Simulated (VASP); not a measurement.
A run of VASP 6.6.1:

Contents of INCAR:

```
SYSTEM = SbAs
PREC = Accurate
ENCUT = 520
EDIFF = 1E-6
ISMEAR = 0
SIGMA = 0.15
LREAL = .False.
LASPH = .True.
NELM = 100
ALGO = Normal
ISIF = 2
LWAVE = .False.
LCHARG = .False.
GGA = PS
NBANDS = 12
```

Contents of KPOINTS:

```
regular mesh
0
Gamma
  12 12 12
  0 0 0
```

POSCAR

```
SbAs
1.0
    2.0127488605      1.1620610964      3.6123300000
   -2.0127488605      1.1620610964      3.6123300000
    0.0000000000     -2.3241221929      3.6123300000
Sb As
1 1
Direct
    0.5000000000      0.5000000000      0.5000000000
   -0.0276829636     -0.0276829636     -0.0276829636
```

Potentials or basis: VASP PAW PBE potentials, release 64 (Sb, As).

Launch:

```sh
$ cat potpaw_PBE.64/Sb/POTCAR potpaw_PBE.64/As/POTCAR > POTCAR
$ mpirun -np 1 vasp_std > vasp.out
```

Hardware: 1 thread of Intel(R) Xeon(R) 6975P-C (Granite Rapids), on a shared host.

**Question.** How long does it take, and how much memory?

**Answer.** Run time: 36 s on 1 thread of Intel(R) Xeon(R) 6975P-C (Granite Rapids), with other jobs on the host, peak memory 0.27 GiB. Counts: scf iterations 12, k points 189.
